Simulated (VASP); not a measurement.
Here is a VASP 6.6.1 calculation.

INCAR

```
  PREC = Accurate
  ENCUT = 520
  EDIFF = 1E-6
  ISMEAR = 0
  SIGMA = 0.1
  LREAL = False
  LASPH = True
  NELM = 100
  ALGO = Normal
  ISIF = 2
  LWAVE = False
  LCHARG = True
  GGA = PE
  LELF = True
  LVHAR = True
  NBANDS = 36
```

The input KPOINTS:

```
Automatic mesh
0
Gamma
  12 12 4
```

POSCAR

```
InP
1.0
    4.1794701611      0.0000000000      0.0000000000
   -2.0897350806      3.6195273339      0.0000000000
    0.0000000000      0.0000000000      9.3974208592
In P
3 3
Direct
    0.0000000000      0.5000000000      0.1666666667
    0.5000000000      0.5000000000      0.8333333333
    0.5000000000      0.0000000000      0.5000000000
    0.5000000000      0.5000000000      0.3333333333
    0.5000000000      0.0000000000      0.0000000000
    0.0000000000      0.5000000000      0.6666666667
```

Potentials or basis: VASP PAW PBE potentials, release 64 (In_d, P).

Launch:

```bash
$ cat potpaw_PBE.64/In_d/POTCAR potpaw_PBE.64/P/POTCAR > POTCAR
$ mpirun -np 1 vasp_std > vasp.out
```

Q: Predict the pressure.

A: -0.1 GPa.
